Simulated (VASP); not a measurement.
A run of VASP 6.6.1:

File INCAR:

```
AGGAC    = 1.0          
AGGAX    = 1.0          
ALDAC    = 0.0          
ALDAX    = 1.0          
ALGO     = Normal         # electronic algorithm
EDIFF    = 1E-6           # SCF threshold, eV
ENCUT    = 520            # plane-wave cutoff, eV
GGA      = B5             # functional
ISIF     = 2              # what is computed and relaxed
ISMEAR   = -1             # smearing method
LASPH    = True           # aspherical terms in the spheres
LCHARG   = False          # write CHGCAR
LREAL    = False          # projectors in reciprocal space
LWAVE    = False          # write WAVECAR
NBANDS   = 13             # bands
NELM     = 80             # most SCF steps
PREC     = Accurate       # precision mode
SIGMA    = 0.1            # smearing width, eV
```

File KPOINTS:

```
k-points
0
Gamma
  20 20 20
```

Contents of POSCAR:

```
Ru
1.0
    2.5539869695      0.0000000000      0.0000000000
    0.0000000000      2.5539869695      0.0000000000
    0.0000000000      0.0000000000      2.5539869695
Ru
1
Direct
    0.0000000000      0.0000000000      0.0000000000
```

Potentials or basis: VASP PAW PBE potentials, release 64 (Ru_pv).

Launch:

```console
$ cat potpaw_PBE.64/Ru_pv/POTCAR > POTCAR
$ mpirun -np 1 vasp_std > vasp.out
```

Hardware: 1 thread of Intel Xeon 6975P-C, with other jobs on the host.

Question: How long does it take, and how much memory?

Answer: Run time: 32 s on 1 thread of Intel Xeon 6975P-C (shared host), peak memory 0.17 GiB. Counts: scf iterations 11, k points 286.
